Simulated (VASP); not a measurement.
Here is a VASP 6.6.1 calculation.

File POSCAR:

```
MgF2
1.0
    4.6220162608      0.0000000000      0.0000000000
    0.0000000000      4.6220162608      0.0000000000
    0.0000000000      0.0000000000      3.0461115451
Mg F
2 4
Direct
    0.0000000000      0.0000000000      0.0000000000
    0.5000000000      0.5000000000      0.5000000000
    0.3029506050      0.3029506050      0.0000000000
    0.1970493950      0.8029506050      0.5000000000
    0.6970493950      0.6970493950      0.0000000000
    0.8029506050      0.1970493950      0.5000000000
```

The input INCAR.step1:

```
SYSTEM = MgF2
  PREC = Accurate
  ENCUT = 520
  EDIFF = 1E-5
  ISMEAR = 0
  SIGMA = 0.01
  LREAL = .FALSE.
  LASPH = .TRUE.
  NELM = 120
  ALGO = Normal
  ISIF = 2
  LWAVE = .TRUE.
  GGA = PE
  NBANDS = 25
  GGA_COMPAT = .FALSE.
  KPAR = 4
```

The input INCAR.step2:

```
SYSTEM = MgF2
  PREC = Accurate
  ENCUT = 520
  EDIFF = 1E-6
  ISMEAR = 0
  SIGMA = 0.01
  LREAL = .FALSE.
  LASPH = .TRUE.
  NELM = 120
  ALGO = Normal
  ISIF = 2
  LWAVE = .FALSE.
  LCHARG = .TRUE.
  GGA = PE
  LHFCALC = .TRUE.
  HFSCREEN = 0.2079
  PRECFOCK = Normal
  LVHAR = .TRUE.
  ISTART = 1
  NBANDS = 25
  GGA_COMPAT = .FALSE.
  KPAR = 4
```

File KPOINTS:

```
Automatic mesh
0
G
  4 4 6
  0 0 0
```

Potentials or basis: VASP PAW PBE potentials, release 64 (Mg, F).

The run is started by

```console
$ cat potpaw_PBE.64/Mg/POTCAR potpaw_PBE.64/F/POTCAR > POTCAR
$ cp INCAR.step1 INCAR
$ mpirun -np 4 vasp_std > vasp.out
$ cp INCAR.step2 INCAR
$ mpirun -np 4 vasp_std > vasp.out
```

(1) What does it give for the largest force?

(2) Predict the pressure.

(3) Predict the band gap on the k mesh.

Results:

(1) 0.016 eV/Å.

(2) 0.7 GPa.

(3) 9.41 eV, direct.

Caveat: the PAW data sets were made with another functional, which shifts forces and pressure a little.
